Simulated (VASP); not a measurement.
Here is a VASP 6.6.1 calculation.

The input INCAR:

```
  PREC = Accurate
  ENCUT = 600
  EDIFF = 1E-7
  ISMEAR = 0
  SIGMA = 0.1
  LREAL = F
  LASPH = T
  NELM = 60
  ALGO = Normal
  ISIF = 3
  LWAVE = F
  LCHARG = F
  IBRION = 2
  NSW = 70
  EDIFFG = -0.005
```

KPOINTS

```
Automatic mesh
0
Gamma
  21 21 6
```

POSCAR

```
C
1.0
    2.4649740423      0.0000000000      0.0000000000
   -1.2324870212      2.1347301403      0.0000000000
    0.0000000000      0.0000000000      6.7441727653
C
4
Direct
    0.0000000000      0.0000000000      0.2500000000
    0.0000000000      0.0000000000      0.7500000000
    0.3333333333      0.6666666667      0.2500000000
    0.6666666667      0.3333333333      0.7500000000
```

Potentials or basis: VASP PAW LDA potentials, release 64 (C).

Run with:

```console
$ cat potpaw_LDA.64/C/POTCAR > POTCAR
$ mpirun -np 1 vasp_std > vasp.out
```

(1) Predict the relaxed volume.

(2) Estimate the relaxed cell.

(3) Estimate the band gap on the k mesh.

## Answers

(1) 8.50 Å³/atom.

(2) a = 2.446 Å, b = 2.446 Å, c = 6.563 Å, α = 90.00°, β = 90.00°, γ = 120.00°.

(3) zero (bands 8 and 9 overlap by 0.04 eV).
